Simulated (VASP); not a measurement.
A run of VASP 6.6.1 is set up as follows.

The input INCAR:

```
SYSTEM = Cs
ALGO = Normal
EDIFF = 1E-6
ENCUT = 520
GGA = PS
ISIF = 2
ISMEAR = -1
LASPH = .TRUE.
LCHARG = .FALSE.
LREAL = .FALSE.
LWAVE = .FALSE.
NBANDS = 16
NELM = 100
PREC = Accurate
SIGMA = 0.08
```

KPOINTS

```
k-points
0
G
  8 8 5
  0 0 0
```

Contents of POSCAR:

```
Cs
1.0
    5.3998380542      0.0000000000      0.0000000000
   -2.6999190271      4.6763969313      0.0000000000
    0.0000000000      0.0000000000      8.7477376479
Cs
2
Direct
    0.3333333333      0.6666666667      0.2500000000
    0.6666666667      0.3333333333      0.7500000000
```

Potentials or basis: VASP PAW PBE potentials, release 64 (Cs_sv).

Launch:

```bash
$ cat potpaw_PBE.64/Cs_sv/POTCAR > POTCAR
$ mpirun -np 1 vasp_std > vasp.out
```

Q: What does it give for the pressure?

A: 0.0 GPa.

Q: What does it give for the band gap on the k mesh?

A: Zero (band 9 reaches 1.00 eV, above the bottom of band 10 at -0.36 eV).

Caveat: the PAW data sets were made with another functional, which shifts forces and pressure a little; spin-orbit coupling is left out, which moves the levels of the heavy elements.
